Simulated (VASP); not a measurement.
Set up this calculation in VASP 6.6.1, as the native input.

| Property | Result |
| --- | --- |
| Task | single point |
| Functional | PBEsol |
| Potentials or basis | VASP PAW PBE potentials, release 64 (Mg) |
| Cutoff | 600 eV |
| k mesh | 15 × 15 × 14 |
| Occupations | gaussian, width 0.1 eV |
| Spin | no spin polarisation |
| Dipole correction | no |
| Further INCAR settings | ALGO = Normal; EDIFF = 1e-06; NBANDS = 7 |

The structure of Mg lies in POSCAR:

```
Mg
1.0
    3.0014034947      0.0000000000      0.0000000000
   -1.5007017474      2.5992916734      0.0000000000
    0.0000000000      0.0000000000      3.0873739509
Mg
1
Direct
    0.0000000000      0.0000000000      0.0000000000
```

This isn't the form of Mg at room conditions, which is hcp.

This cell differs from its parent crystal: strained.

The input as run:

INCAR

```
SYSTEM = Mg
ALGO = Normal ; EDIFF = 1E-6
ENCUT = 600 ; GGA = PS
GGA_COMPAT = .False. ; ISIF = 2
ISMEAR = 0 ; LASPH = .True.
LCHARG = .True. ; LELF = .True.
LREAL = .False. ; LVHAR = .True.
LWAVE = .False. ; NBANDS = 7
NELM = 120 ; PREC = Accurate
SIGMA = 0.1
```

KPOINTS

```
k-points
0
Gamma
  15 15 14
  0 0 0
```

Potentials or basis: VASP PAW PBE potentials, release 64 (Mg).

The run is started by

```console
$ cat potpaw_PBE.64/Mg/POTCAR > POTCAR
$ mpirun -np 1 vasp_std > vasp.out
```

It gave:

```json
{
 "Pressure": "1.6 GPa",
 "Band gap on the k mesh": "zero (bands 1 and 2 overlap by 5.44 eV)"
}
```

Caveat: the cell differs from its parent crystal (strained); the PAW data sets were made with another functional, which shifts forces and pressure a little.

Run time: 37 s on 1 thread of Intel Xeon 8259CL, on a shared host, peak memory 0.18 GiB.
